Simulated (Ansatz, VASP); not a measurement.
# Two plane-wave programs on AgCl

```
CELL_PARAMETERS angstrom
4.29818 0.00000 0.00000
-2.14909 3.72233 0.00000
0.00000 0.00000 6.94589
ATOMIC_POSITIONS crystal
Ag 0.33333 0.66667 0.99860
Ag 0.66667 0.33333 0.49860
Cl 0.33333 0.66667 0.37740
Cl 0.66667 0.33333 0.87740
```

Alike in both runs: functional PBE; k mesh 11 × 11 × 6; occupations fermi-dirac, width 0.05 eV; no spin polarisation.

Ansatz relaxed the structure, and its values are those at the end. VASP's run is a single point on that final structure, the one shown.

|  | VASP | Ansatz |
| --- | --- | --- |
| version | VASP 6.6.1 | Ansatz 0.2.0 |
| potentials or method | VASP PAW PBE potentials, release 64 (Ag, Cl) | PAW with Ansatz's default frozen-core files, scalar-relativistic |
| plane-wave cutoff (eV) | 520 | 420 |
| valence electrons in the cell | 36 | 52 |

|  | VASP | Ansatz | Ansatz less VASP |
| --- | --- | --- | --- |
| pressure (GPa) | -0.1 | 0.0 | +0.10 |

VASP's potentials hold 36 valence electrons a cell and Ansatz's 52, so a difference there can come from the potentials and not from the codes.
